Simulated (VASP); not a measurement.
C:

```
C
1.0
     0.00000    1.77690    1.77690
     1.77690    0.00000    1.77690
     1.77690    1.77690    0.00000
C
2
Direct
  0.50000 0.50000 0.50000
  0.75000 0.75000 0.75000
```

Base run:

| Property | Result |
| --- | --- |
| Program | VASP 6.6.1 |
| Functional | PBEsol |
| Potentials or basis | VASP PAW PBE potentials, release 64 (C) |
| Cutoff | 520 eV |
| k mesh | 22 × 22 × 22 |
| Occupations | fermi-dirac, width 0.1 eV |
| Spin | no spin polarisation |

Its results: band gap on the k mesh 4.03 eV, indirect (least direct gap 5.57 eV); pressure 1.1 GPa.

The run is repeated on the same cell with these changes: potentials or basis from VASP PAW PBE potentials, release 64 (C) to VASP PAW PBE potentials, release 64 (C_h); cutoff from 520 eV to 910 eV. What comes out?

Band gap on the k mesh 4.03 eV, indirect (least direct gap 5.57 eV); pressure 0.0 GPa.

Caveats: the PAW data sets were made with another functional, which shifts forces and pressure a little; the cutoff is under 1.25 times the usual one of these potentials, so pressure, stress and relaxed cells hold a basis-set (Pulay) error (some runs).

A k mesh can miss the band edges.
